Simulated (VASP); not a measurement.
# ScAl3 (Pm-3m) in VASP: single point with PBEsol

Aim: the single point of ScAl3 with PBEsol.

All numbers are computed with VASP 6.6.1; they aren't measurements. Logs are shortened: lines on timing, memory, paths and dates and some standing lists are left out, and cuts for length are marked.

## Step 1: The cell of the first run

The structure is cubic, space group Pm-3m (No. 221). The conventional cell has a = 4.071 Å, b = 4.071 Å, c = 4.071 Å, α = 90.00°, β = 90.00°, γ = 90.00°. Within 3.8 Å of Sc (site symmetry m-3m) lie 12 Al at 2.88 Å. Within 3.8 Å of Al (site symmetry 4/mmm) lie 4 Sc at 2.88 Å and 8 Al at 2.88 Å.

## Step 2: Single point, PBEsol

File INCAR:

```
ALGO = Fast ; EDIFF = 1E-6
ENCUT = 520 ; GGA = PS
ISIF = 2 ; ISMEAR = 0
LASPH = T ; LCHARG = F
LREAL = F ; LWAVE = F
NBANDS = 18 ; NELM = 60
PREC = Accurate ; SIGMA = 0.1
```

File KPOINTS:

```
k-points
0
Gamma
  10 10 10
```

File POSCAR:

```
ScAl3
1.0
    4.0711787220      0.0000000000      0.0000000000
    0.0000000000      4.0711787220      0.0000000000
    0.0000000000      0.0000000000      4.0711787220
Sc Al
1 3
Direct
    0.0000000000      0.0000000000      0.0000000000
    0.5000000000      0.0000000000      0.5000000000
    0.0000000000      0.5000000000      0.5000000000
    0.5000000000      0.5000000000      0.0000000000
```

Potentials or basis: VASP PAW PBE potentials, release 64 (Sc_sv, Al).

Launch:

```console
cat potpaw_PBE.64/Sc_sv/POTCAR potpaw_PBE.64/Al/POTCAR > POTCAR
mpirun -np 1 vasp_std > vasp.out
```

OUTCAR:

```text
EDIFF = 1E-6
   ENCUT = 520
   GGA = PS
   ISIF = 2
   ISMEAR = 0
   LASPH = T
   LREAL = F
   NELM = 60
   PREC = Accurate

 ion  position               nearest neighbor table
   1  0.000  0.000  0.000-   2 2.88   3 2.88   4 2.88   2 2.88   3 2.88   3 2.88   4 2.88   3 2.88
                             2 2.88   4 2.88   2 2.88   4 2.88
   2  0.500  0.000  0.500-   1 2.88   3 2.88   4 2.88   1 2.88   4 2.88   3 2.88   4 2.88   4 2.88
                             1 2.88   3 2.88   1 2.88   3 2.88
   3  0.000  0.500  0.500-   1 2.88   2 2.88   4 2.88   1 2.88   4 2.88   1 2.88   2 2.88   1 2.88
                             2 2.88   4 2.88   4 2.88   2 2.88
   4  0.500  0.500  0.000-   1 2.88   2 2.88   3 2.88   2 2.88   3 2.88   1 2.88   2 2.88   2 2.88
                             1 2.88   3 2.88   3 2.88   1 2.88

  LATTYP: Found a simple cubic cell.
 ALAT       =     4.0711787220

  Lattice vectors:

 A1 = (   4.0711787220,   0.0000000000,   0.0000000000)
 A2 = (   0.0000000000,   4.0711787220,   0.0000000000)
 A3 = (   0.0000000000,   0.0000000000,   4.0711787220)

Analysis of symmetry for initial positions (statically):
=====================================================================
 Subroutine PRICEL returns:
 Original cell was already a primitive cell.

 Routine SETGRP: Setting up the symmetry group for a
 simple cubic supercell.

 Subroutine GETGRP returns: Found 48 space group operations
 (whereof 48 operations were pure point group operations)
 out of a pool of 48 trial point group operations.

The static configuration has the point symmetry O_h .

Analysis of symmetry for dynamics (positions and initial velocities):
=====================================================================
 Subroutine PRICEL returns:
 Original cell was already a primitive cell.

 Routine SETGRP: Setting up the symmetry group for a
 simple cubic supercell.

 Subroutine GETGRP returns: Found 48 space group operations
 (whereof 48 operations were pure point group operations)
 out of a pool of 48 trial point group operations.

The dynamic configuration has the point symmetry O_h .

 Subroutine INISYM returns: Found 48 space group operations
 (whereof 48 operations are pure point group operations),
 and found     1 'primitive' translations

----------------------------------------------------------------------------------------

                                     Primitive cell

  volume of cell :      67.4777

  direct lattice vectors                    reciprocal lattice vectors
     4.071178722  0.000000000  0.000000000     0.245629108  0.000000000  0.000000000
     0.000000000  4.071178722  0.000000000     0.000000000  0.245629108  0.000000000
     0.000000000  0.000000000  4.071178722     0.000000000  0.000000000  0.245629108

  length of vectors
     4.071178722  4.071178722  4.071178722     0.245629108  0.245629108  0.245629108

  position of ions in fractional coordinates (direct lattice)
     0.000000000  0.000000000  0.000000000
     0.500000000  0.000000000  0.500000000
     0.000000000  0.500000000  0.500000000
     0.500000000  0.500000000  0.000000000

  ion indices of the primitive-cell ions
   primitive index   ion index
                 1           1
                 2           2
                 3           3
                 4           4

----------------------------------------------------------------------------------------

 KPOINTS: k-points

Automatic generation of k-mesh.
 Grid dimensions read from file:
 generate k-points for:   10   10   10

 Generating k-lattice:

  Cartesian coordinates                     Fractional coordinates (reciprocal lattice)
     0.024562911  0.000000000  0.000000000     0.100000000  0.000000000  0.000000000
     0.000000000  0.024562911  0.000000000     0.000000000  0.100000000  0.000000000
     0.000000000  0.000000000  0.024562911     0.000000000  0.000000000  0.100000000

  Length of vectors
     0.024562911  0.024562911  0.024562911

  Shift w.r.t. Gamma in fractional coordinates (k-lattice)
     0.000000000  0.000000000  0.000000000

 Subroutine IBZKPT returns following result:
 ===========================================

 Found     56 irreducible k-points:

 Following reciprocal coordinates:
            Coordinates               Weight
  0.000000  0.000000  0.000000      1.000000
  0.100000  0.000000  0.000000      6.000000
  0.200000  0.000000  0.000000      6.000000
  0.300000  0.000000  0.000000      6.000000
  0.400000  0.000000  0.000000      6.000000
  0.500000  0.000000  0.000000      3.000000
[... 16 lines left out ...]
  0.200000  0.100000  0.100000     24.000000
  0.300000  0.100000  0.100000     24.000000
 [... further k-points ...]
   k-points           NKPTS =     56   k-points in BZ     NKDIM =     56   number of bands    NBANDS=     18
   number of dos      NEDOS =    301   number of ions     NIONS =      4
   total plane-waves  NPLWV =  27000
   dimension x,y,z NGX =    30 NGY =   30 NGZ =   30
   dimension x,y,z NGXF=    60 NGYF=   60 NGZF=   60
   ions per type =               1   3
   NGX,Y,Z   is equivalent  to a cutoff of  12.25, 12.25, 12.25 a.u.
   NGXF,Y,Z  is equivalent  to a cutoff of  24.50, 24.50, 24.50 a.u.
 SYSTEM =  unknown system
   PREC   = accura    normal or accurate (medium, high low for compatibility)
   ISTART =      0    job   : 0-new  1-cont  2-samecut
   ICHARG =      2    charge: 1-file 2-atom 10-const
   ISPIN  =      1    spin polarized calculation?
   LNONCOLLINEAR =      F non collinear calculations
   LSORBIT =      F    spin-orbit coupling
   LASPH  =      T    aspherical Exc in radial PAW
   ENCUT  =  520.0 eV  38.22 Ry    6.18 a.u.   7.57  7.57  7.57*2*pi/ulx,y,z
   NELM   =     60;   NELMIN=  2; NELMDL= -5     # of ELM steps
   EDIFF  = 0.1E-05   stopping-criterion for ELM
   LREAL  =      F    real-space projection
   EDIFFG = 0.1E-04   stopping-criterion for IOM
   NSW    =      0    number of steps for IOM
   IBRION =     -1    ionic relax: 0-MD 1-quasi-New 2-CG
   NFREE  =      0    steps in history (QN), initial steepest desc. (CG)
   ISIF   =      2    stress and relaxation
   ISYM   =      2    0-nonsym 1-usesym 2-fastsym
   POTIM  = 0.5000    time-step for ionic-motion
   TEBEG  =    0.0;   TEEND  =   0.0 temperature during run
   PSTRESS=    0.0 pullay stress
   NELECT =      20.0000    total number of electrons
   NUPDOWN=      -1.0000    fix difference up-down
   EMIN   =  10.00;   EMAX   =-10.00  energy-range for DOS
   EFERMI =   0.00;   METHOD = LEGACY
   ISMEAR =     0;   SIGMA  =   0.10  broadening in eV -4-tet -1-fermi 0-gaus
   EFERMI_NEDOS =   21; number of points for ismear=-14 and -15
   IALGO  =     68    algorithm
   IMIX   =      4    mixing-type and parameters
     AMIX     =   0.40;   BMIX     =  1.00
     AMIX_MAG =   1.60;   BMIX_MAG =  1.00
  volume/ion in A,a.u.               =      16.87       113.84
  Fermi-wavevector in a.u.,A,eV,Ry     =   1.091519  2.062672 16.210170  1.191414
  Thomas-Fermi vector in A             =   2.227766
   LORBIT       =      0    0 simple, 1 ext, 2 COOP (PROOUT), +10 PAW based schemes
   GGA     = PS    functional components
   LHFCALC =     F    Hartree Fock is set to
   AEXX    =    0.0000 exact exchange contribution
   IVDW    =     0    specifies the selected vdW correction
   LEPSILON=     F    determine dielectric tensor
   LRPA    =     F    only Hartree local field effects (RPA)
 non-spin polarized calculation
 RMM-DIIS sequential band-by-band and
 Gauss-broadening in eV      SIGMA  =   0.10
  energy-cutoff  :      520.00
  volume of cell :       67.48
 maximum number of plane-waves:      1856
   NGX = 15   NGY = 15   NGZ = 15

 number of electron      19.9999997 magnetization

 Free energy of the ion-electron system (eV)
  ---------------------------------------------------
  ext. energy  EPLUGINS =         0.00000000
  ---------------------------------------------------
  free energy    TOTEN  =       -20.76645431 eV

  energy without entropy =      -20.76093083  energy(sigma->0) =      -20.76369257

 E-fermi :   7.3242     XC(G=0): -10.5469

 val. band max:        7.3209068757   @ k =   0.3000   0.0000   0.0000
 cond. band min:       7.3578614760   @ k =   0.5000   0.3000   0.2000
 fundamental gap:      0.0369546002
 Fermi energy:         7.3241742224

 k-point     1 :       0.0000    0.0000    0.0000
  band No.  band energies     occupation
      1     -41.3947      2.00000
      2     -20.1977      2.00000
      3     -20.1977      2.00000
      4     -20.1977      2.00000
      5      -2.7741      2.00000
      6       4.6719      2.00000
[... 10 lines left out ...]
     17      12.6792      0.00000
     18      12.6792      0.00000

 k-point     2 :       0.1000    0.0000    0.0000
  band No.  band energies     occupation
      1     -41.3946      2.00000
      2     -20.2011      2.00000
      3     -20.1975      2.00000
      4     -20.1975      2.00000
      5      -2.6808      2.00000
      6       3.9028      2.00000
[... 10 lines left out ...]
     17      12.7551      0.00000
     18      12.7621      0.00000

 k-point     3 :       0.2000    0.0000    0.0000
  band No.  band energies     occupation
      1     -41.3942      2.00000
      2     -20.2100      2.00000
      3     -20.1968      2.00000
      4     -20.1968      2.00000
      5      -2.4038      2.00000
      6       2.7446      2.00000
[... 10 lines left out ...]
     17      12.6179      0.00000
     18      12.7491      0.00000

 k-point     4 :       0.3000    0.0000    0.0000
  band No.  band energies     occupation
      1     -41.3938      2.00000
      2     -20.2208      2.00000
      3     -20.1959      2.00000
      4     -20.1959      2.00000
      5      -1.9533      2.00000
      6       1.5999      2.00000
[... 10 lines left out ...]
     17      12.0601      0.00000
     18      13.2214      0.00000

 k-point     5 :       0.4000    0.0000    0.0000
  band No.  band energies     occupation
      1     -41.3934      2.00000
      2     -20.2296      2.00000
      3     -20.1952      2.00000
      4     -20.1952      2.00000
      5      -1.3592      2.00000
      6       0.5731      2.00000
[... 10 lines left out ...]
     17      11.5788      0.00000
     18      12.7097      0.00000

 k-point     6 :       0.5000    0.0000    0.0000
  band No.  band energies     occupation
      1     -41.3933      2.00000
      2     -20.2330      2.00000
      3     -20.1950      2.00000
      4     -20.1950      2.00000
      5      -0.8808      2.00000
      6      -0.0517      2.00000
[... 10 lines left out ...]
     17      11.3979      0.00000
     18      12.5936      0.00000

 k-point     7 :       0.1000    0.1000    0.0000
  band No.  band energies     occupation
      1     -41.3945      2.00000
      2     -20.2010      2.00000
      3     -20.2006      2.00000
      4     -20.1972      2.00000
      5      -2.5880      2.00000
      6       3.8284      2.00000
[... 10 lines left out ...]
     17      12.9554      0.00000
     18      13.1818      0.00000

 k-point     8 :       0.2000    0.1000    0.0000
  band No.  band energies     occupation
      1     -41.3941      2.00000
      2     -20.2096      2.00000
      3     -20.2001      2.00000
      4     -20.1965      2.00000
      5      -2.3128      2.00000
      6       2.8117      2.00000
[... 10 lines left out ...]
     17      12.6419      0.00000
     18      12.9532      0.00000
[... 229 lines left out ...]
     17      11.7434      0.00000
     18      13.2348      0.00000

 k-point    20 :       0.5000    0.4000    0.0000
  band No.  band energies     occupation
      1     -41.3921      2.00000
      2     -20.2285      2.00000
      3     -20.2249      2.00000
      4     -20.1926      2.00000
      5       0.2143      2.00000
      6       1.3092      2.00000
[... 10 lines left out ...]
     17      12.0853      0.00000
     18      12.9664      0.00000

 k-point    21 :       0.5000    0.5000    0.0000
  band No.  band energies     occupation
      1     -41.3919      2.00000
      2     -20.2280      2.00000
      3     -20.2280      2.00000
      4     -20.1923      2.00000
      5       0.5172      2.00000
      6       1.6753      2.00000
[... 10 lines left out ...]
     17      12.7105      0.00000
     18      12.7475      0.00000

 k-point    22 :       0.1000    0.1000    0.1000
  band No.  band energies     occupation
      1     -41.3943      2.00000
      2     -20.2010      2.00000
      3     -20.2004      2.00000
      4     -20.2004      2.00000
      5      -2.4959      2.00000
      6       3.8904      2.00000
[... 10 lines left out ...]
     17      12.9089      0.00000
     18      12.9716      0.00000

 k-point    23 :       0.2000    0.1000    0.1000
  band No.  band energies     occupation
      1     -41.3940      2.00000
      2     -20.2093      2.00000
      3     -20.2000      2.00000
      4     -20.1996      2.00000
      5      -2.2224      2.00000
      6       2.8774      2.00000
[... 10 lines left out ...]
     17      12.3821      0.00000
     18      12.7969      0.00000

 k-point    24 :       0.3000    0.1000    0.1000
  band No.  band energies     occupation
      1     -41.3935      2.00000
      2     -20.2200      2.00000
      3     -20.1991      2.00000
      4     -20.1987      2.00000
      5      -1.7781      2.00000
      6       1.7544      2.00000
[... 10 lines left out ...]
     17      12.1960      0.00000
     18      12.9872      0.00000

 [... further k-points ...]
[... 5 lines left out ...]
  --------------------------------------------------------------------------------------
  -------------------------------------------------------------------------------------
  Total        0.0890657      0.0890657      0.0890657      0.0000000      0.0000000      0.0000000
  in kB        2.1147565      2.1147565      2.1147565      0.0000000      0.0000000      0.0000000
  external PRESSURE =       2.1147565 kB  Pullay stress =       0.0000000 kB

 VOLUME and BASIS-vectors are now :
 -----------------------------------------------------------------------------
  energy-cutoff  :      520.00
  volume of cell :       67.48
      direct lattice vectors                 reciprocal lattice vectors
     4.071178722  0.000000000  0.000000000     0.245629108  0.000000000  0.000000000
     0.000000000  4.071178722  0.000000000     0.000000000  0.245629108  0.000000000
     0.000000000  0.000000000  4.071178722     0.000000000  0.000000000  0.245629108

 POSITION                                       TOTAL-FORCE (eV/Angst)
 -----------------------------------------------------------------------------------
      0.00000      0.00000      0.00000         0.000000      0.000000      0.000000
      2.03559      0.00000      2.03559         0.000000      0.000000      0.000000
      0.00000      2.03559      2.03559         0.000000      0.000000      0.000000
      2.03559      2.03559      0.00000         0.000000      0.000000      0.000000
 -----------------------------------------------------------------------------------
    total drift:                                0.000000     -0.000000      0.000000

  FREE ENERGIE OF THE ION-ELECTRON SYSTEM (eV)
  ---------------------------------------------------
  free  energy   TOTEN  =       -20.7664543123 eV

  energy  without entropy=      -20.7609308255  energy(sigma->0) =      -20.76369257
```

Wall time 32 s (1 thread of Intel Xeon 6975P-C (Granite Rapids), shared host); peak memory 0.2 GiB.

Results:

```
Free energy            : -20.7665 eV
Pressure               : 0.2 GPa
Band gap on the k mesh : zero (band 10 reaches 8.26 eV, above the bottom of band 11 at 4.36 eV)
```

Caveat: the PAW data sets were made with another functional, which shifts forces and pressure a little.
